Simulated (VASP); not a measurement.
Input of a VASP 6.6.1 run:

Contents of INCAR:

```
  PREC = Accurate
  ENCUT = 500
  EDIFF = 1E-6
  ISMEAR = -1
  SIGMA = 0.05
  LREAL = False
  LASPH = True
  NELM = 120
  ALGO = Normal
  ISIF = 2
  LWAVE = False
  LCHARG = False
  NBANDS = 12
  GGA_COMPAT = False
```

File KPOINTS:

```
regular mesh
0
Gamma
  12 12 12
```

POSCAR

```
Ta
1.0
   -1.6512800000      1.6512800000      1.6512800000
    1.6512800000     -1.6512800000      1.6512800000
    1.6512800000      1.6512800000     -1.6512800000
Ta
1
Direct
    0.0000000000      0.0000000000      0.0000000000
```

Potentials or basis: VASP PAW LDA potentials, release 64 (Ta_pv).

Run with:

```bash
$ cat potpaw_LDA.64/Ta_pv/POTCAR > POTCAR
$ mpirun -np 1 vasp_std > vasp.out
```

Task: What does it give for the pressure?

Result: -9.3 GPa.
